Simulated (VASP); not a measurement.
# NaCl (Fm-3m) in VASP: further runs

Runs on NaCl. Level: LDA. Tasks: relaxation of cell and atoms.

Program: VASP 6.6.1. These are calculated values, not measurements. Logs are shortened: lines on timing, memory, paths and dates and some standing lists are left out, and cuts for length are marked.

## Step 1: The cell of the first run

It takes space group Fm-3m (No. 225, cubic). Conventional cell: a = 5.464 Å, b = 5.464 Å, c = 5.464 Å, α = 90.00°, β = 90.00°, γ = 90.00°. Na (site symmetry m-3m) has 6 Cl at 2.73 Å within 3.6 Å. Within 3.6 Å of Cl (site symmetry m-3m) lie 6 Na at 2.73 Å.

## Step 2: Relaxation of cell and atoms, LDA, target pressure 4 GPa, at which the enthalpy is minimised

Input file INCAR:

```
SYSTEM = NaCl
PREC     = Accurate       ! precision mode
ENCUT    = 600            ! plane-wave cutoff, eV
EDIFF    = 1E-6           ! SCF threshold, eV
ISMEAR   = 0              ! smearing method
SIGMA    = 0.01           ! smearing width, eV
LREAL    = .False.        ! projectors in reciprocal space
LASPH    = .True.         ! aspherical terms in the spheres
NELM     = 80             ! most SCF steps
ALGO     = Normal         ! electronic algorithm
ISIF     = 3              ! what is computed and relaxed
LWAVE    = .False.        ! write WAVECAR
LCHARG   = .False.        ! write CHGCAR
GGA      = CA             ! functional
IBRION   = 2              ! ionic algorithm
NSW      = 100            ! ionic steps
EDIFFG   = -0.002         ! ionic threshold
PSTRESS  = 40.0
```

Input file KPOINTS:

```
regular mesh
0
Gamma
  8 8 8
  0 0 0
```

Input file POSCAR:

```
NaCl
1.0
    2.7321942157      2.7321942157      0.0000000000
   -2.7321942157      2.7321942157      0.0000000000
    0.0000000000      2.7321942157      2.7321942157
Na Cl
1 1
Direct
    0.0000000000      0.0000000000      0.0000000000
    0.5000000000      0.5000000000      0.0000000000
```

Potentials or basis: VASP PAW LDA potentials, release 64 (Na_pv, Cl).

On the command line:

```console
cat potpaw_LDA.64/Na_pv/POTCAR potpaw_LDA.64/Cl/POTCAR > POTCAR
mpirun -np 1 vasp_std > vasp.out
```

OUTCAR:

```text
SYSTEM = NaCl
   PREC = Accurate
   ENCUT = 600
   EDIFF = 1E-6
   ISMEAR = 0
   LREAL = .False.
   LASPH = .True.
   NELM = 80
   ISIF = 3
   GGA = CA
   IBRION = 2
   NSW = 100
   EDIFFG = -0.002
   PSTRESS = 40.0

 ion  position               nearest neighbor table
   1  0.000  0.000  0.000-
   2  0.500  0.500  0.000-

  LATTYP: Found a face centered cubic cell.
 ALAT       =     5.4643884314

  Lattice vectors:

 A1 = (   0.0000000000,   2.7321942157,   2.7321942157)
 A2 = (   2.7321942157,   0.0000000000,   2.7321942157)
 A3 = (   2.7321942157,   2.7321942157,   0.0000000000)

Analysis of symmetry for initial positions (statically):
=====================================================================
 Subroutine PRICEL returns:
 Original cell was already a primitive cell.

 Routine SETGRP: Setting up the symmetry group for a
 face centered cubic supercell.

 Subroutine GETGRP returns: Found 48 space group operations
 (whereof 48 operations were pure point group operations)
 out of a pool of 48 trial point group operations.

The static configuration has the point symmetry O_h .

Analysis of symmetry for dynamics (positions and initial velocities):
=====================================================================
 Subroutine PRICEL returns:
 Original cell was already a primitive cell.

 Routine SETGRP: Setting up the symmetry group for a
 face centered cubic supercell.

 Subroutine GETGRP returns: Found 48 space group operations
 (whereof 48 operations were pure point group operations)
 out of a pool of 48 trial point group operations.

The dynamic configuration has the point symmetry O_h .

 Subroutine INISYM returns: Found 48 space group operations
 (whereof 48 operations are pure point group operations),
 and found     1 'primitive' translations

----------------------------------------------------------------------------------------

                                     Primitive cell

  volume of cell :      40.7910

  direct lattice vectors                    reciprocal lattice vectors
     2.732194216  2.732194216  0.000000000     0.183003096  0.183003096 -0.183003096
    -2.732194216  2.732194216  0.000000000    -0.183003096  0.183003096 -0.183003096
     0.000000000  2.732194216  2.732194216     0.000000000  0.000000000  0.366006192

  length of vectors
     3.863906115  3.863906115  3.863906115     0.316970660  0.316970660  0.366006192

  position of ions in fractional coordinates (direct lattice)
     0.000000000  0.000000000  0.000000000
     0.500000000  0.500000000  0.000000000

  ion indices of the primitive-cell ions
   primitive index   ion index
                 1           1
                 2           2

----------------------------------------------------------------------------------------

 KPOINTS: regular mesh

Automatic generation of k-mesh.
 Grid dimensions read from file:
 generate k-points for:    8    8    8

 Generating k-lattice:

  Cartesian coordinates                     Fractional coordinates (reciprocal lattice)
     0.022875387  0.022875387 -0.022875387     0.125000000  0.000000000  0.000000000
    -0.022875387  0.022875387 -0.022875387     0.000000000  0.125000000  0.000000000
     0.000000000  0.000000000  0.045750774     0.000000000  0.000000000  0.125000000

  Length of vectors
     0.039621332  0.039621332  0.045750774

  Shift w.r.t. Gamma in fractional coordinates (k-lattice)
     0.000000000  0.000000000  0.000000000

 Subroutine IBZKPT returns following result:
 ===========================================

 Found     29 irreducible k-points:

 Following reciprocal coordinates:
            Coordinates               Weight
  0.000000  0.000000  0.000000      1.000000
  0.125000  0.000000  0.000000      8.000000
  0.250000  0.000000  0.000000      8.000000
  0.375000  0.000000  0.000000      8.000000
  0.500000  0.000000  0.000000      4.000000
  0.125000  0.125000  0.000000     12.000000
[... 16 lines left out ...]
  0.375000  0.250000  0.125000     48.000000
  0.500000  0.250000  0.125000     24.000000
 [... further k-points ...]
   k-points           NKPTS =     29   k-points in BZ     NKDIM =     29   number of bands    NBANDS=     11
   number of dos      NEDOS =    301   number of ions     NIONS =      2
   total plane-waves  NPLWV =  32768
   dimension x,y,z NGX =    32 NGY =   32 NGZ =   32
   dimension x,y,z NGXF=    64 NGYF=   64 NGZF=   64
   ions per type =               1   1
   NGX,Y,Z   is equivalent  to a cutoff of  13.77, 13.77, 13.77 a.u.
   NGXF,Y,Z  is equivalent  to a cutoff of  27.54, 27.54, 27.54 a.u.
 SYSTEM =  NaCl
   PREC   = accura    normal or accurate (medium, high low for compatibility)
   ISTART =      0    job   : 0-new  1-cont  2-samecut
   ICHARG =      2    charge: 1-file 2-atom 10-const
   ISPIN  =      1    spin polarized calculation?
   LNONCOLLINEAR =      F non collinear calculations
   LSORBIT =      F    spin-orbit coupling
[... 68 lines left out ...]
      6      -0.3580      2.00000
      7      -0.3580      2.00000
      8       4.7228      0.00000
      9      10.5714      0.00000
     10      10.5714      0.00000
     11      10.5714      0.00000

 k-point     2 :       0.1250    0.0000    0.0000
  band No.  band energies     occupation
      1     -20.9933      2.00000
      2     -20.9865      2.00000
      3     -20.9865      2.00000
      4     -13.1167      2.00000
      5      -0.8139      2.00000
      6      -0.4102      2.00000
      7      -0.4102      2.00000
      8       5.2763      0.00000
      9      10.0144      0.00000
     10      10.7910      0.00000
     11      10.7910      0.00000

 k-point     3 :       0.2500    0.0000    0.0000
  band No.  band energies     occupation
      1     -21.0106      2.00000
      2     -20.9877      2.00000
      3     -20.9877      2.00000
      4     -12.9548      2.00000
      5      -1.6959      2.00000
      6      -0.5314      2.00000
      7      -0.5314      2.00000
      8       6.2568      0.00000
      9       9.5665      0.00000
     10      10.9416      0.00000
     11      10.9416      0.00000
[... 383 lines left out ...]
 VOLUME and BASIS-vectors are now :
 -----------------------------------------------------------------------------
  energy-cutoff  :      600.00
  volume of cell :       36.75
      direct lattice vectors                 reciprocal lattice vectors
     2.638870038  2.638870038 -0.000000000     0.189475038  0.189475038 -0.189475038
    -2.638870038  2.638870038 -0.000000000    -0.189475038  0.189475038 -0.189475038
     0.000000000  2.638870038  2.638870038     0.000000000  0.000000000  0.378950075

 POSITION                                       TOTAL-FORCE (eV/Angst)
 -----------------------------------------------------------------------------------
      0.00000      2.63887      2.63887        -0.000000      0.000000      0.000000
      0.00000      2.63887     -0.00000         0.000000     -0.000000      0.000000
 -----------------------------------------------------------------------------------
    total drift:                                0.000000     -0.000000     -0.000000

  FREE ENERGIE OF THE ION-ELECTRON SYSTEM (eV)
  ---------------------------------------------------
  free  energy   TOTEN  =        -7.3394843663 eV

  energy  without entropy=       -7.3394843663  energy(sigma->0) =       -7.33948437

  enthalpy is  TOTEN    =        -6.4219266094 eV   P V=        0.9175577569

--------------------------------------- Ionic step        4  -------------------------------------------

 number of electron      13.9999995 magnetization

 Free energy of the ion-electron system (eV)
  ---------------------------------------------------
  ext. energy  EPLUGINS =         0.00000000
  ---------------------------------------------------
  free energy    TOTEN  =        -7.34477049 eV

  energy without entropy =       -7.34477049  energy(sigma->0) =       -7.34477049

 E-fermi :   0.3975     XC(G=0):  -9.5860

 val. band max:        0.3483680078   @ k =   0.0000   0.0000   0.0000
 cond. band min:       5.8926648690   @ k =   0.0000   0.0000   0.0000
 fundamental gap:      5.5442968612
 Fermi energy:         0.3975191652

 k-point     1 :       0.0000    0.0000    0.0000
  band No.  band energies     occupation
      1     -20.1721      2.00000
      2     -20.1721      2.00000
      3     -20.1721      2.00000
      4     -12.7757      2.00000
      5       0.3484      2.00000
      6       0.3484      2.00000
      7       0.3484      2.00000
      8       5.8927      0.00000
      9      11.3284      0.00000
     10      11.3284      0.00000
     11      11.3284      0.00000

 k-point     2 :       0.1250    0.0000    0.0000
  band No.  band energies     occupation
      1     -20.1836      2.00000
      2     -20.1728      2.00000
      3     -20.1728      2.00000
      4     -12.6909      2.00000
      5      -0.1756      2.00000
      6       0.2837      2.00000
      7       0.2837      2.00000
      8       6.4838      0.00000
      9      10.7904      0.00000
     10      11.5774      0.00000
     11      11.5774      0.00000

 k-point     3 :       0.2500    0.0000    0.0000
  band No.  band energies     occupation
      1     -20.2109      2.00000
      2     -20.1744      2.00000
      3     -20.1744      2.00000
      4     -12.4773      2.00000
      5      -1.1925      2.00000
      6       0.1345      2.00000
      7       0.1345      2.00000
      8       7.4082      0.00000
      9      10.5365      0.00000
     10      11.8086      0.00000
     11      11.8086      0.00000
[... 307 lines left out ...]
 VOLUME and BASIS-vectors are now :
 -----------------------------------------------------------------------------
  energy-cutoff  :      600.00
  volume of cell :       36.95
      direct lattice vectors                 reciprocal lattice vectors
     2.643688143  2.643688143 -0.000000000     0.189129721  0.189129721 -0.189129721
    -2.643688143  2.643688143 -0.000000000    -0.189129721  0.189129721 -0.189129721
     0.000000000  2.643688143  2.643688143     0.000000000  0.000000000  0.378259441

 POSITION                                       TOTAL-FORCE (eV/Angst)
 -----------------------------------------------------------------------------------
     -0.00000      0.00000     -0.00000        -0.000000     -0.000000      0.000000
      0.00000      2.64369     -0.00000         0.000000      0.000000      0.000000
 -----------------------------------------------------------------------------------
    total drift:                                0.000000     -0.000000     -0.000000

  FREE ENERGIE OF THE ION-ELECTRON SYSTEM (eV)
  ---------------------------------------------------
  free  energy   TOTEN  =        -7.3447704852 eV

  energy  without entropy=       -7.3447704852  energy(sigma->0) =       -7.34477049

  enthalpy is  TOTEN    =        -6.4221776575 eV   P V=        0.9225928277

 reached required accuracy - stopping structural energy minimisation
```

It took 12 s on 1 thread of Intel Xeon 6975P-C (Granite Rapids), shared host; peak memory 0.16 GiB.

Results:

* Free energy: -7.3448 eV
* Relaxed volume: 18.48 Å³/atom
* Relaxed cell: a = 3.739 Å, b = 3.739 Å, c = 3.739 Å, α = 60.00°, β = 60.00°, γ = 90.00°
* Space group after relaxing (to 0.1 Å): Fm-3m (No. 225)
* Energy change on relaxing (the run minimises the enthalpy): +22.3 meV/atom
* Ionic steps: 4
* Pressure after relaxing: 4.0 GPa
* Band gap on the k mesh: 5.54 eV

The path:
```csv
step,energy change (eV),largest force (eV/Å),pressure (GPa),volume (Å³)
1,0.0000,0.0000,0.05,40.79
2,0.0244,0.0000,2.72,37.90
3,0.0499,0.0000,4.29,36.75
4,0.0446,0.0000,4.00,36.95
```

Final structure:
```
Na Cl
1.0
     2.64369    2.64369    0.00000
    -2.64369    2.64369    0.00000
     0.00000    2.64369    2.64369
Na Cl
1 1
Direct
  0.00000 0.00000 0.00000
  0.50000 0.50000 0.00000
```

Levels at points of the mesh, in eV from the valence-band top:
| k point | band 5 | band 6 | band 7 | band 8 | band 9 | band 10 |
| --- | --- | --- | --- | --- | --- | --- |
| (0.00, 0.00, 0.00) | 0.00 | 0.00 | 0.00 | 5.54 | 10.98 | 10.98 |
| (0.50, 0.00, 0.00) | -2.70 | -0.41 | -0.41 | 7.21 | 11.12 | 11.12 |
| (0.50, 0.50, 0.00) | -2.33 | -0.84 | -0.84 | 7.48 | 7.71 | 12.40 |

Caveat: the cell is relaxed towards a set pressure, so the run minimises the enthalpy, not the energy.

## Step 3: Relaxation of cell and atoms, LDA, target pressure 7 GPa, at which the enthalpy is minimised

Input file INCAR:

```
SYSTEM = NaCl
  ALGO = Normal
  EDIFF = 1E-7
  EDIFFG = -0.002
  ENCUT = 600
  GGA = CA
  IBRION = 2
  ISIF = 3
  ISMEAR = 0
  LASPH = .True.
  LCHARG = .False.
  LREAL = .False.
  LWAVE = .False.
  NELM = 100
  NSW = 100
  PREC = Accurate
  PSTRESS = 70.0
  SIGMA = 0.01
```

Input file KPOINTS:

```
k-points
0
Gamma
  8 8 8
  0 0 0
```

POSCAR is that of step 2.

Potentials or basis: VASP PAW LDA potentials, release 64 (Na_pv, Cl).

On the command line:

```console
cat potpaw_LDA.64/Na_pv/POTCAR potpaw_LDA.64/Cl/POTCAR > POTCAR
mpirun -np 1 vasp_std > vasp.out
```

Run time: 15 s. Hardware: 1 thread of Intel Xeon 6975P-C (Granite Rapids), shared host; peak memory 0.15 GiB.

It converged, with:

```yaml
Free_energy: -7.2811 eV
Relaxed_volume: 17.54 Å³/atom
Relaxed_cell: a = 3.675 Å, b = 3.675 Å, c = 3.675 Å, α = 60.00°, β = 60.00°, γ = 90.00°
Space_group_after_relaxing_to_0.1_Å: Fm-3m (No. 225)
Energy_change_on_relaxing_the_run_minimises_the_enthalpy: +54.2 meV/atom
Ionic_steps: 5
Pressure_after_relaxing: 7.0 GPa
Band_gap_on_the_k_mesh: 5.82 eV
```

Step by step:
```csv
step,energy change (eV),largest force (eV/Å),pressure (GPa),volume (Å³)
1,0.0000,0.0000,0.03,40.79
2,0.0808,0.0000,5.82,35.77
3,0.1069,0.0000,6.90,35.12
4,0.1117,0.0000,7.13,35.01
5,0.1083,0.0000,6.98,35.08
```

Final structure:
```cif
data_structure
_symmetry_space_group_name_H-M 'P 1'
_symmetry_Int_Tables_number 1
_cell_length_a 3.6746
_cell_length_b 3.6746
_cell_length_c 3.6746
_cell_angle_alpha 60.000
_cell_angle_beta 60.000
_cell_angle_gamma 90.000
_cell_volume 35.08
loop_
_atom_site_label
_atom_site_type_symbol
_atom_site_fract_x
_atom_site_fract_y
_atom_site_fract_z
_atom_site_occupancy
Na1 Na 0.00000 0.00000 0.00000 1
Cl1 Cl 0.50000 0.50000 0.00000 1
```

Levels at points of the mesh, in eV from the valence-band top:
```csv
k point,band 3,band 4,band 5,band 6,band 7,band 8,band 9,band 10,band 11
"(0.00, 0.00, 0.00)",-20.49,-13.31,0.00,0.00,0.00,5.82,10.99,10.99,10.99
"(0.50, 0.00, 0.00)",-20.49,-12.58,-2.92,-0.46,-0.46,7.29,11.22,11.22,12.40
"(0.50, 0.50, 0.00)",-20.51,-12.54,-2.51,-0.91,-0.91,7.37,7.85,12.83,15.99
```

Caveat: the cell is relaxed towards a set pressure, so the run minimises the enthalpy, not the energy.

## Step 4: Relaxation of cell and atoms, LDA, target pressure 10 GPa, at which the enthalpy is minimised

Input file INCAR:

```
  PREC = Accurate
  ENCUT = 600
  EDIFF = 1E-6
  ISMEAR = 0
  SIGMA = 0.01
  LREAL = F
  LASPH = T
  NELM = 60
  ALGO = Normal
  ISIF = 3
  LWAVE = F
  LCHARG = F
  GGA = CA
  IBRION = 2
  NSW = 100
  EDIFFG = -0.002
  PSTRESS = 100.0
```

Input file KPOINTS:

```
regular mesh
0
Gamma
  8 8 8
```

POSCAR is that of step 3.

On the command line:

```console
cat potpaw_LDA.64/Na_pv/POTCAR potpaw_LDA.64/Cl/POTCAR > POTCAR
mpirun -np 1 vasp_std > vasp.out
```

Wall time 27 s (1 thread of Intel Xeon 6975P-C (Granite Rapids), shared host); peak memory 0.15 GiB.

Results (log left out):

- Free energy: -7.2020 eV
- Relaxed volume: 16.79 Å³/atom
- Relaxed cell: a = 3.621 Å, b = 3.621 Å, c = 3.621 Å, α = 60.00°, β = 60.00°, γ = 90.00°
- Space group after relaxing (to 0.1 Å): Fm-3m (No. 225)
- Energy change on relaxing (the run minimises the enthalpy): +93.7 meV/atom
- Ionic steps: 22
- Pressure after relaxing: 10.0 GPa
- Band gap on the k mesh: 6.07 eV

The path:
| step | energy change (eV) | largest force (eV/Å) | pressure (GPa) | volume (Å³) |
| --- | --- | --- | --- | --- |
| 1 | 0.0000 | 0.0000 | 0.05 | 40.79 |
| 2 | 0.1764 | 0.0000 | 9.61 | 33.76 |
| 3 | 0.1867 | 0.0000 | 10.03 | 33.59 |
| 4 | 0.1859 | 0.0000 | 9.93 | 33.61 |
| 5 | 0.1865 | 0.0000 | 9.97 | 33.60 |
| 6 | 0.1866 | 0.0000 | 9.94 | 33.59 |
| 7 | 0.1867 | 0.0000 | 9.96 | 33.59 |
| 8 | 0.1867 | 0.0000 | 9.97 | 33.59 |
| 9 | 0.1867 | 0.0000 | 9.97 | 33.59 |
| 10 | 0.1867 | 0.0000 | 9.97 | 33.59 |
| 11 | 0.1867 | 0.0000 | 9.97 | 33.59 |
| 12 | 0.1867 | 0.0000 | 9.97 | 33.59 |
| 13 | 0.1867 | 0.0000 | 9.97 | 33.59 |
| 14 | 0.1867 | 0.0000 | 9.97 | 33.59 |
| 15 | 0.1867 | 0.0000 | 9.97 | 33.59 |
| 16 | 0.1867 | 0.0000 | 9.97 | 33.59 |
| 17 | 0.1867 | 0.0000 | 9.97 | 33.59 |
| 18 | 0.1867 | 0.0000 | 9.97 | 33.59 |
| 19 | 0.1867 | 0.0000 | 9.97 | 33.59 |
| 20 | 0.1867 | 0.0000 | 9.97 | 33.59 |
| 21 | 0.1867 | 0.0000 | 9.97 | 33.59 |
| 22 | 0.1874 | 0.0000 | 10.00 | 33.58 |

Final structure:
```cif
data_structure
_symmetry_space_group_name_H-M 'P 1'
_symmetry_Int_Tables_number 1
_cell_length_a 3.6214
_cell_length_b 3.6214
_cell_length_c 3.6214
_cell_angle_alpha 60.000
_cell_angle_beta 60.000
_cell_angle_gamma 90.000
_cell_volume 33.58
loop_
_atom_site_label
_atom_site_type_symbol
_atom_site_fract_x
_atom_site_fract_y
_atom_site_fract_z
_atom_site_occupancy
Na1 Na 0.00000 0.00000 0.00000 1
Cl1 Cl 0.50000 0.50000 0.00000 1
```

Levels at points of the mesh, in eV from the valence-band top:
```
           k point  band 5  band 6  band 7  band 8  band 9  band 10
(0.00, 0.00, 0.00)    0.00    0.00    0.00    6.07   10.99    10.99
(0.50, 0.00, 0.00)   -3.11   -0.50   -0.50    7.34   11.31    11.31
(0.50, 0.50, 0.00)   -2.67   -0.97   -0.97    7.27    7.97    13.21
```

Caveat: the cell is relaxed towards a set pressure, so the run minimises the enthalpy, not the energy; the volume moved by over 15 % at a fixed basis, so the end points are rough.

## Step 5: Overview

```tsv
cell	gap on the mesh (eV)	pressure (GPa)
relaxed to 4 GPa	5.54	4.0
relaxed to 7 GPa	5.82	7.0
relaxed to 10 GPa	6.07	10.0
```

Alike in all rows: task relaxation of cell and atoms; level LDA; potentials or basis VASP PAW LDA potentials, release 64 (Na_pv, Cl); no spin polarisation; k mesh 8 × 8 × 8; cutoff (eV) 600; smearing gaussian 0.01 eV.

Caveats: the cell is relaxed towards a set pressure, so the run minimises the enthalpy, not the energy; the volume moved by over 15 % at a fixed basis, so the end points are rough (at least some runs).

Total energies depend on the potentials used, so only differences within one code and one set of settings carry meaning.
